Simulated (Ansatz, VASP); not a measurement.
# Two plane-wave programs on AlN

```
Al N
1.0
     2.32088    1.33996    1.39925
    -2.32088    1.33996    1.39925
     0.00000   -2.67992    1.39925
Al N
1 1
Direct
  0.50000 0.50000 0.50000
  0.00000 0.00000 0.00000
```

Alike in both runs: task relaxation of cell and atoms; functional PBE; k mesh 5 × 5 × 5; occupations gaussian, width 0.15 eV; no spin polarisation.

|  | VASP | Ansatz |
| --- | --- | --- |
| version | VASP 6.6.1 | Ansatz 0.2.0 |
| potentials or method | VASP PAW PBE potentials, release 64 (Al, N), cutoff 600 eV | scalar-relativistic, plane waves, PAW |
| valence electrons in the cell | 8 | 8 |

|  | VASP | Ansatz | Ansatz less VASP |
| --- | --- | --- | --- |
| gap on the k mesh at the Fermi level, each at its own relaxed structure (eV) | none | none | - |
| relaxed volume (Å³/atom) | 10.77 | 10.81 | +0.041 |
| relaxed cell length with the largest relative difference (Å) | 2.898 | 2.903 | +0.0053 |

A gap of «none» marks a metal or a gap that the smearing closes.

The k mesh is coarse, so the values compare programs but aren't converged. Noted on VASP's run: the volume moved by over 15 % at a fixed basis, so the end points are rough.
